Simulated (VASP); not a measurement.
# Hg2RhN3 (P-1) in VASP: a series of runs

The runs below take Hg2RhN3 through single point, with PBE.

Everything below comes from runs of VASP 6.6.1. Logs are shortened: lines on timing, memory, paths and dates and some standing lists are left out, and cuts for length are marked.

**1. The cell of the first run**

The typed cell holds 12 atoms: a = 5.537 Å, b = 5.765 Å, c = 6.448 Å, α = 72.72°, β = 68.02°, γ = 64.44°.

**2. Single point, PBE**

Contents of INCAR:

```
SYSTEM = Hg2RhN3
PREC = Accurate ; ENCUT = 520
EDIFF = 1E-6 ; ISMEAR = 0
SIGMA = 0.1409 ; LREAL = .False.
LASPH = .True. ; NELM = 80
ALGO = Normal ; ISIF = 2
LWAVE = .False. ; LCHARG = .True.
GGA = PE ; LELF = .True.
LVHAR = .True. ; NBANDS = 66
```

Contents of KPOINTS:

```
Automatic mesh
0
Gamma
  4 4 3
  0.5 0.5 0.5
```

Contents of POSCAR:

```
Hg2RhN3
1.0
    5.5368170000      0.0000000000      0.0000000000
    2.4875540000      5.2003170000      0.0000000000
    2.4130370000      0.9690280000      5.9000510000
Hg Rh N
4 2 6
Direct
    0.3431200000      0.0543600000      0.8048800000
    0.6568800000      0.9456400000      0.1951200000
    0.0839800000      0.6841600000      0.6707600000
    0.9160200000      0.3158400000      0.3292400000
    0.3598600000      0.5581800000      0.1836800000
    0.6401400000      0.4418200000      0.8163200000
    0.1290000000      0.8568000000      0.2391000000
    0.8710000000      0.1432000000      0.7609000000
    0.3090000000      0.4133000000      0.9924000000
    0.6910000000      0.5867000000      0.0076000000
    0.3997000000      0.3369000000      0.4122000000
    0.6003000000      0.6631000000      0.5878000000
```

Potentials or basis: VASP PAW PBE potentials, release 64 (Hg, Rh_pv, N).

Command:

```bash
$ cat potpaw_PBE.64/Hg/POTCAR potpaw_PBE.64/Rh_pv/POTCAR potpaw_PBE.64/N/POTCAR > POTCAR
$ mpirun -np 1 vasp_std > vasp.out
```

OUTCAR:

```text
SYSTEM = Hg2RhN3
   PREC = Accurate
   ENCUT = 520
   EDIFF = 1E-6
   ISMEAR = 0
   LREAL = .False.
   LASPH = .True.
   NELM = 80
   ISIF = 2
   GGA = PE

 ion  position               nearest neighbor table
   1  0.343  0.054  0.805-   8 2.55  11 2.56  12 2.59   9 2.60   7 2.71   5 3.15   6 3.18   3 3.25
                             6 3.33   2 3.34   3 3.47   6 3.54   3 3.61   4 3.64   2 3.78
   2  0.657  0.946  0.195-   7 2.55  12 2.56  11 2.59  10 2.60   8 2.71   6 3.15   5 3.18   4 3.25
                             5 3.33   1 3.34   4 3.47   5 3.54   4 3.61   3 3.64   1 3.78
   3  0.084  0.684  0.671-   8 2.54  10 2.56   9 2.57  11 2.57   7 2.62  12 2.66   6 3.05   5 3.09
                             6 3.16   1 3.25   1 3.47   4 3.58   1 3.61   2 3.64
   4  0.916  0.316  0.329-   7 2.54   9 2.56  10 2.57  12 2.57   8 2.62  11 2.66   5 3.05   6 3.09
                             5 3.16   2 3.25   2 3.47   3 3.58   2 3.61   1 3.64
   5  0.360  0.558  0.184-  11 1.65   7 1.69  10 1.81   9 1.84   6 2.40   4 3.05   3 3.09   1 3.15
                             4 3.16   2 3.18   2 3.33   2 3.54
   6  0.640  0.442  0.816-  12 1.65   8 1.69   9 1.81  10 1.84   5 2.40   3 3.05   4 3.09   2 3.15
                             3 3.16   1 3.18   1 3.33   1 3.54
   7  0.129  0.857  0.239-   5 1.69   4 2.54   2 2.55   3 2.62   1 2.71
   8  0.871  0.143  0.761-   6 1.69   3 2.54   1 2.55   4 2.62   2 2.71
   9  0.309  0.413  0.992-   6 1.81   5 1.84   4 2.56   3 2.57   1 2.60
  10  0.691  0.587  0.008-   5 1.81   6 1.84   3 2.56   4 2.57   2 2.60
  11  0.400  0.337  0.412-   5 1.65   1 2.56   3 2.57   2 2.59   4 2.66
  12  0.600  0.663  0.588-   6 1.65   2 2.56   4 2.57   1 2.59   3 2.66

  Warning from LATTYP: Got some problem with cell dimensions!
  Tried to take original basis but could not verify dimensions!
  LATTYP: Found a triclinic cell.
 ALAT       =    13.4837274257
 B/A-ratio  =     1.0771567099
 C/A-ratio  =     0.8884264291
 COS(alpha) =     0.0025288245
 COS(beta)  =     0.4591186715
 COS(gamma) =     0.8865769673

  Lattice vectors:

 A1 = ( -10.4374080000,  -6.1693450000,  -5.9000510000)
 A2 = ( -13.5611880000,  -5.2003170000,   0.0000000000)
 A3 = (   0.7107430000,  -1.9380560000, -11.8001020000)

Analysis of symmetry for initial positions (statically):
=====================================================================
 Subroutine PRICEL returns:
 Original cell was already a primitive cell.

 Routine SETGRP: Setting up the symmetry group for a
 triclinic supercell.

 Subroutine GETGRP returns: Found  2 space group operations
 (whereof  2 operations were pure point group operations)
 out of a pool of  2 trial point group operations.

The static configuration has the point symmetry S_2 .

Analysis of symmetry for dynamics (positions and initial velocities):
[... 149 lines left out ...]
     AMIX     =   0.40;   BMIX     =  1.00
     AMIX_MAG =   1.60;   BMIX_MAG =  1.00
  volume/ion in A,a.u.               =      14.16        95.53
  Fermi-wavevector in a.u.,A,eV,Ry     =   1.407670  2.660110 26.960415  1.981535
  Thomas-Fermi vector in A             =   2.529906
   LORBIT       =      0    0 simple, 1 ext, 2 COOP (PROOUT), +10 PAW based schemes
   GGA     = PE    functional components
   LHFCALC =     F    Hartree Fock is set to
   AEXX    =    0.0000 exact exchange contribution
   IVDW    =     0    specifies the selected vdW correction
   LEPSILON=     F    determine dielectric tensor
   LRPA    =     F    only Hartree local field effects (RPA)
 non-spin polarized calculation
 Gauss-broadening in eV      SIGMA  =   0.14
  energy-cutoff  :      520.00
  volume of cell :      169.88
 maximum number of plane-waves:      4594
 NGX is ok and might be reduce to    42
   NGX = 21   NGY = 21   NGZ = 23

 number of electron     108.0000009 magnetization

 Free energy of the ion-electron system (eV)
  ---------------------------------------------------
  ext. energy  EPLUGINS =         0.00000000
  ---------------------------------------------------
  free energy    TOTEN  =       -46.24258833 eV

  energy without entropy =      -46.18896928  energy(sigma->0) =      -46.21577880

 E-fermi :   4.8350     XC(G=0): -11.4485

 val. band max:        4.8136933554   @ k =  -0.1250  -0.3750   0.1667
 cond. band min:       4.8429362698   @ k =  -0.1250  -0.1250   0.1667
 fundamental gap:      0.0292429144
 Fermi energy:         4.8350335106

 k-point     1 :       0.1250    0.1250    0.1667
  band No.  band energies     occupation
      1     -45.4094      2.00000
      2     -45.1519      2.00000
      3     -45.0811      2.00000
      4     -44.7594      2.00000
      5     -44.6100      2.00000
      6     -44.5032      2.00000
[... 1645 lines left out ...]
     65       9.3427      0.00000
     66      10.2909      0.00000

------------------------ aborting loop because EDIFF is reached ----------------------------------------

  FORCE on cell =-STRESS in cart. coord.  units (eV):
  Direction    XX          YY          ZZ          XY          YZ          ZX
  --------------------------------------------------------------------------------------
  -------------------------------------------------------------------------------------
  Total       26.5179011     37.3105873     41.1553913     -2.5636890     -0.4286076     -1.3363992
  in kB      250.0944043    351.8818885    388.1428263    -24.1785454     -4.0422645    -12.6037862
  external PRESSURE =     330.0397064 kB  Pullay stress =       0.0000000 kB

 VOLUME and BASIS-vectors are now :
 -----------------------------------------------------------------------------
  energy-cutoff  :      520.00
  volume of cell :      169.88
      direct lattice vectors                 reciprocal lattice vectors
     5.536817000  0.000000000  0.000000000     0.180609184 -0.086393791 -0.059677220
     2.487554000  5.200317000  0.000000000     0.000000000  0.192295970 -0.031582808
     2.413037000  0.969028000  5.900051000     0.000000000  0.000000000  0.169490060

 POSITION                                       TOTAL-FORCE (eV/Angst)
 -----------------------------------------------------------------------------------
      3.97722      1.06264      4.74883        -0.242971      0.463228     -0.248240
      6.46019      5.10670      1.15122         0.242971     -0.463228      0.248240
      3.78544      4.20783      3.95752        -0.212665      0.828830      0.073368
      6.65197      1.96151      1.94253         0.212665     -0.828830     -0.073368
      3.82421      3.08070      1.08372        -1.827533      1.195469     -0.670925
      6.61320      3.08864      4.81633         1.827533     -1.195469      0.670925
      3.42254      4.68733      1.41070        -1.389828      4.590595      1.074773
      7.01487      1.48202      4.48935         1.389828     -4.590595     -1.074773
      5.13368      3.11095      5.85521        -4.447845     -1.143788     -0.284430
      5.30373      3.05839      0.04484         4.447845      1.143788      0.284430
      4.04578      2.15142      2.43200         1.297557     -3.361610      5.252024
      6.39163      4.01792      3.46805        -1.297557      3.361610     -5.252024
 -----------------------------------------------------------------------------------
    total drift:                                0.000000      0.000000      0.000000

  FREE ENERGIE OF THE ION-ELECTRON SYSTEM (eV)
  ---------------------------------------------------
  free  energy   TOTEN  =       -46.2425883288 eV

  energy  without entropy=      -46.1889692754  energy(sigma->0) =      -46.21577880
```

It took 9.8 min on 1 thread of Intel Xeon 8259CL, shared host; peak memory 0.4 GiB.

What came out:

```
Free energy            : -46.2426 eV
Pressure               : 33.0 GPa
Largest force          : 6.369 eV/Å
Band gap on the k mesh : zero (bands 54 and 55 overlap by 0.44 eV)
```

Forces on the atoms (eV/Å):
```
Hg  -0.243  0.463 -0.248
Hg   0.243 -0.463  0.248
Hg  -0.213  0.829  0.073
Hg   0.213 -0.829 -0.073
Rh  -1.828  1.195 -0.671
Rh   1.828 -1.195  0.671
N   -1.390  4.591  1.075
N    1.390 -4.591 -1.075
N   -4.448 -1.144 -0.284
N    4.448  1.144  0.284
N    1.298 -3.362  5.252
N   -1.298  3.362 -5.252
```

Caveat: the stress differs along the axes, from 25 to 39 GPa; spin-orbit coupling is left out, which moves the levels of the heavy elements; forces of over 1 eV/Å act on the atoms, so gaps and moduli don't describe the material at rest.

**3. Single point, PBE**

This run uses another cell than the first one, of 17.30 Å³/atom.

Contents of INCAR:

```
ALGO = Normal ; EDIFF = 1E-7
ENCUT = 520 ; GGA = PE
ISIF = 2 ; ISMEAR = 0
LASPH = True ; LCHARG = True
LELF = True ; LREAL = False
LVHAR = True ; LWAVE = False
NBANDS = 66 ; NELM = 60
PREC = Accurate ; SIGMA = 0.1409
```

KPOINTS is that of step 2.

Contents of POSCAR:

```
Hg2RhN3
1.0
    6.6413357728     -0.0402416861     -0.7414911278
    2.9459907818      5.2207503435     -1.0420641329
    2.0972262870      0.1543449858      5.7106799652
Hg Rh N
4 2 6
Direct
    0.2187607909      0.2585779664      0.7836737614
    0.7812392091      0.7414220336      0.2163262386
   -0.0465330228      0.8474025133      0.7584816784
    1.0465330228      0.1525974867      0.2415183216
    0.3685695976      0.4994811768      0.2349533874
    0.6314304024      0.5005188232      0.7650466126
    0.0543804226      0.7586970167      0.3472902003
    0.9456195774      0.2413029833      0.6527097997
    0.4406090212      0.3560388444      0.9253792870
    0.5593909788      0.6439611556      0.0746207130
    0.4800158195      0.2697963100      0.4134502693
    0.5199841805      0.7302036900      0.5865497307
```

Potentials or basis: VASP PAW PBE potentials, release 64 (Hg, Rh_pv, N).

Command:

```bash
$ cat potpaw_PBE.64/Hg/POTCAR potpaw_PBE.64/Rh_pv/POTCAR potpaw_PBE.64/N/POTCAR > POTCAR
$ mpirun -np 1 vasp_std > vasp.out
```

It took 13 min on 1 thread of Intel Xeon 8259CL, shared host; peak memory 0.49 GiB.

The run converged. Its results:

```yaml
Free_energy: -52.2957 eV
Pressure: 0.4 GPa
Largest_force: 0.111 eV/Å
Band_gap_on_the_k_mesh: zero (bands 54 and 55 overlap by 0.44 eV)
```

Forces on the atoms (eV/Å):
```
Hg  -0.002 -0.035 -0.007
Hg   0.002  0.035  0.007
Hg  -0.003 -0.007  0.020
Hg   0.003  0.007 -0.020
Rh  -0.033  0.085 -0.063
Rh   0.033 -0.085  0.063
N    0.090 -0.053  0.002
N   -0.090  0.053 -0.002
N    0.095  0.028  0.027
N   -0.095 -0.028 -0.027
N    0.032 -0.058  0.045
N   -0.032  0.058 -0.045
```

Stress tensor (GPa, compression positive):
```
 0.63  0.13  0.15
 0.13  0.20 -0.14
 0.15 -0.14  0.44
```

Levels at points of the mesh, in eV from the Fermi level:
```tsv
k point	band 51	band 52	band 53	band 54	band 55	band 56	band 57	band 58
(0.12, 0.12, 0.17)	-1.05	-0.79	-0.67	-0.23	0.22	0.53	1.30	1.90
```

Caveat: spin-orbit coupling is left out, which moves the levels of the heavy elements.

The gap in the log of VASP goes by the Fermi energy; the results here count the filled bands.